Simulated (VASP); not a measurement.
Crystal: Al3Au5.

```xyz
8
Lattice="0.0000 4.0625 4.0625 4.0625 0.0000 4.0625 4.0625 4.0625 0.0000" Properties=species:S:1:pos:R:3 pbc="T T T"
Au    0.0000    0.0000    0.0000
Au    2.0312    0.0000    2.0312
Au    4.0625    2.0312    2.0312
Au    2.0312    2.0312    4.0625
Au    4.0625    4.0625    4.0625
Al    2.0312    2.0312    0.0000
Al    0.0000    2.0312    2.0312
Al    2.0312    4.0625    2.0312
```

```yaml
Program: VASP 6.6.1
Task: relaxation of cell and atoms
Functional: r2SCAN
Potentials_or_basis: VASP PAW PBE potentials, release 64 (Au, Al)
Cutoff: 550 eV
k_mesh: 5 × 5 × 5
Occupations: methfessel-paxton, width 0.05 eV
Spin: no spin polarisation
```

At the start: pressure -1.1 GPa; volume 16.76 Å³/atom.

How do energy, volume and symmetry change on relaxing?

Over 7 steps the energy falls by 24.6 meV/atom and the volume is 16.68 Å³/atom (-0.5 %); space group R-3m (No. 166, to 0.1 Å) before and after.

Step by step:
| step | energy change (eV) | largest force (eV/Å) | pressure (GPa) | volume (Å³) |
| --- | --- | --- | --- | --- |
| 1 | 0.0000 | 0.0000 | -1.11 | 134.09 |
| 2 | -0.1179 | 0.0000 | 1.20 | 131.80 |
| 3 | -0.1431 | 0.0000 | 3.08 | 130.35 |
| 4 | -0.1967 | 0.0000 | -0.30 | 133.70 |
| 5 | -0.1967 | 0.0000 | -0.23 | 133.62 |
| 6 | -0.1967 | 0.0000 | -0.17 | 133.56 |
| 7 | -0.1970 | 0.0000 | 0.01 | 133.43 |

Final structure:
```
Au Al
1.0
     0.00000    4.18203    4.18203
     3.93699    0.24503    3.93699
     4.18203    4.18203    0.00000
Au Al
5 3
Direct
  0.00000 0.00000 0.00000
  0.00000 0.50000 0.00000
  0.00000 0.50000 0.50000
  0.50000 0.50000 0.00000
  0.50000 0.50000 0.50000
  0.00000 0.00000 0.50000
  0.50000 0.00000 0.00000
  0.50000 0.00000 0.50000
```

Caveat: the PAW data sets were made with another functional, which shifts forces and pressure a little.
